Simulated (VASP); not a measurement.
# Ir (P6_3/mmc) in VASP: notebook, part 2 of 2

VASP 6.6.1.

## 3. Single point, r2SCAN

This run uses another cell than the first one, of the same volume but with other edges.

POSCAR

```
Ir
1.0
    2.6439205197      0.0000000000      0.0000000000
   -1.3219602599      2.2897023356      0.0000000000
    0.0000000000      0.0000000000      4.7118168358
Ir
2
Direct
    0.6666666667      0.3333333333      0.7500000000
    0.3333333333      0.6666666667      0.2500000000
```

INCAR.step1

```
SYSTEM = Ir
PREC = Accurate
ENCUT = 520
ISMEAR = 0
SIGMA = 0.15
LREAL = .FALSE.
LASPH = .TRUE.
NELM = 60
NBANDS = 16
GGA = PE
ALGO = Normal
EDIFF = 1E-4
LWAVE = .TRUE.
LCHARG = .FALSE.
```

INCAR.step2

```
SYSTEM = Ir
PREC = Accurate
ENCUT = 520
EDIFF = 1E-6
ISMEAR = 0
SIGMA = 0.15
LREAL = .FALSE.
LASPH = .TRUE.
NELM = 60
ALGO = Normal
ISIF = 2
LWAVE = .FALSE.
LCHARG = .TRUE.
METAGGA = R2SCAN
LMIXTAU = .TRUE.
LELF = .TRUE.
LVHAR = .TRUE.
NBANDS = 16
ISTART = 1
```

KPOINTS

```
regular mesh
0
G
  30 30 16
  0 0 0
```

Potentials or basis: VASP PAW PBE potentials, release 64 (Ir).

The run is started by

```console
cat potpaw_PBE.64/Ir/POTCAR > POTCAR
cp INCAR.step1 INCAR
mpirun -np 1 vasp_std > vasp.out
cp INCAR.step2 INCAR
mpirun -np 1 vasp_std > vasp.out
```

OUTCAR:

```text
SYSTEM = Ir
   PREC = Accurate
   ENCUT = 520
   EDIFF = 1E-6
   ISMEAR = 0
   LREAL = .FALSE.
   LASPH = .TRUE.
   NELM = 60
   ISIF = 2
   METAGGA = R2SCAN
   ISTART = 1

 ion  position               nearest neighbor table
   1  0.667  0.333  0.750-   2 2.81   2 2.81   2 2.81   2 2.81   2 2.81   2 2.81
   2  0.333  0.667  0.250-   1 2.81   1 2.81   1 2.81   1 2.81   1 2.81   1 2.81

  LATTYP: Found a hexagonal cell.
 ALAT       =     2.6439205197
 C/A-ratio  =     1.7821325568

  Lattice vectors:

 A1 = (   2.6439205197,   0.0000000000,   0.0000000000)
 A2 = (  -1.3219602599,   2.2897023356,   0.0000000000)
 A3 = (   0.0000000000,   0.0000000000,   4.7118168358)

Analysis of symmetry for initial positions (statically):
=====================================================================
 Subroutine PRICEL returns:
 Original cell was already a primitive cell.

 Routine SETGRP: Setting up the symmetry group for a
 hexagonal supercell.

 Subroutine GETGRP returns: Found 24 space group operations
 (whereof 12 operations were pure point group operations)
 out of a pool of 24 trial point group operations.

[... 159 lines left out ...]
  ext. energy  EPLUGINS =         0.00000000
  ---------------------------------------------------
  free energy    TOTEN  =      -104.36518742 eV

  energy without entropy =     -104.33989784  energy(sigma->0) =     -104.35254263

 E-fermi :  10.0208     XC(G=0): -15.2616

 val. band max:       10.0187623970   @ k =   0.2333   0.0333   0.3750
 cond. band min:      10.0213829946   @ k =   0.3000   0.0667   0.0625
 fundamental gap:      0.0026205976
 Fermi energy:        10.0207907094

 k-point     1 :       0.0000    0.0000    0.0000
  band No.  band energies     occupation
      1      -1.3991      2.00000
      2       1.4320      2.00000
      3       5.2021      2.00000
      4       6.2303      2.00000
      5       6.2303      2.00000
      6       6.6911      2.00000
[... 433 lines left out ...]
      3       4.3124      2.00000
      4       5.3130      2.00000
      5       5.6471      2.00000
      6       6.7323      2.00000
[... 8 lines left out ...]
     15      26.4129      0.00000
     16      27.0794      0.00000

 [... further k-points ...]
[... 5 lines left out ...]
  --------------------------------------------------------------------------------------
  -------------------------------------------------------------------------------------
  Total        3.3403541      3.3403541     -3.2147464     -0.0000000     -0.0000000      0.0000000
  in kB      187.6235160    187.6235160   -180.5682880     -0.0000000     -0.0000000      0.0000000
  external PRESSURE =      64.8929146 kB  Pullay stress =       0.0000000 kB

 VOLUME and BASIS-vectors are now :
 -----------------------------------------------------------------------------
  energy-cutoff  :      520.00
  volume of cell :       28.52
      direct lattice vectors                 reciprocal lattice vectors
     2.643920520  0.000000000  0.000000000     0.378226196  0.218368996  0.000000000
    -1.321960260  2.289702336  0.000000000     0.000000000  0.436737992  0.000000000
     0.000000000  0.000000000  4.711816836     0.000000000  0.000000000  0.212232359

 POSITION                                       TOTAL-FORCE (eV/Angst)
 -----------------------------------------------------------------------------------
      1.32196      0.76323      3.53386        -0.000000      0.000000      0.000000
     -0.00000      1.52647      1.17795         0.000000     -0.000000      0.000000
 -----------------------------------------------------------------------------------
    total drift:                               -0.000000      0.000000     -0.000000

  FREE ENERGIE OF THE ION-ELECTRON SYSTEM (eV)
  ---------------------------------------------------
  free  energy   TOTEN  =      -104.3651874175 eV

  energy  without entropy=     -104.3398978445  energy(sigma->0) =     -104.35254263
```

OUTCAR.step1:

```text
SYSTEM = Ir
   PREC = Accurate
   ENCUT = 520
   ISMEAR = 0
   LREAL = .FALSE.
   LASPH = .TRUE.
[... 681 lines left out ...]
      1.32196      0.76323      3.53386        -0.000000     -0.000000      0.000000
     -0.00000      1.52647      1.17795         0.000000      0.000000      0.000000
 -----------------------------------------------------------------------------------
    total drift:                               -0.000000      0.000000     -0.000000

  FREE ENERGIE OF THE ION-ELECTRON SYSTEM (eV)
  ---------------------------------------------------
  free  energy   TOTEN  =       -17.3444443479 eV

  energy  without entropy=      -17.3185387511  energy(sigma->0) =      -17.33149155
```

It took 18 min on 1 thread of Oxide Virtual Turin-like, shared host; peak memory 0.38 GiB.

What came out:

* Free energy: -104.3652 eV
* Pressure: 6.5 GPa
* Band gap on the k mesh: zero (band 9 reaches 11.69 eV, above the bottom of band 10 at 7.93 eV)

Stress tensor (GPa, compression positive):
```
 18.76   0.00   0.00
  0.00  18.76   0.00
  0.00   0.00 -18.06
```

Caveat: the PAW data sets were made with another functional, which shifts forces and pressure a little; spin-orbit coupling is left out, which moves the levels of the heavy elements.
